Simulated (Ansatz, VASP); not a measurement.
# Two plane-wave programs on Si4S

```
CELL_PARAMETERS angstrom
1.95331 1.12774 8.12912
-1.95331 1.12774 8.12912
0.00000 -2.25548 8.12912
ATOMIC_POSITIONS crystal
Si 0.91282 0.91282 0.91282
Si 0.08718 0.08718 0.08718
Si 0.45141 0.45141 0.45141
Si 0.54859 0.54859 0.54859
S 0.00000 0.00000 0.00000
```

Alike in both runs: functional PBE; k mesh 12 × 12 × 12; occupations gaussian, width 0.1 eV; no spin polarisation.

Ansatz relaxed the structure, and its values are those at the end. VASP's run is a single point on that final structure, the one shown.

|  | VASP | Ansatz |
| --- | --- | --- |
| version | VASP 6.6.1 | Ansatz 0.2.0 |
| potentials or method | VASP PAW PBE potentials, release 64 (Si, S), cutoff 520 eV | scalar-relativistic, plane waves, PAW |
| valence electrons in the cell | 22 | 22 |

Ansatz gave:

* gap on the k mesh at the Fermi level (eV): none
* pressure (GPa): 0.0
* rms of the force components (eV/Å): 0.001

Question: Estimate VASP's values.

Answer: gap on the k mesh at the Fermi level (eV): none; pressure (GPa): -0.1; rms of the force components (eV/Å): 0.011.

A gap of «none» marks a metal or a gap that the smearing closes.
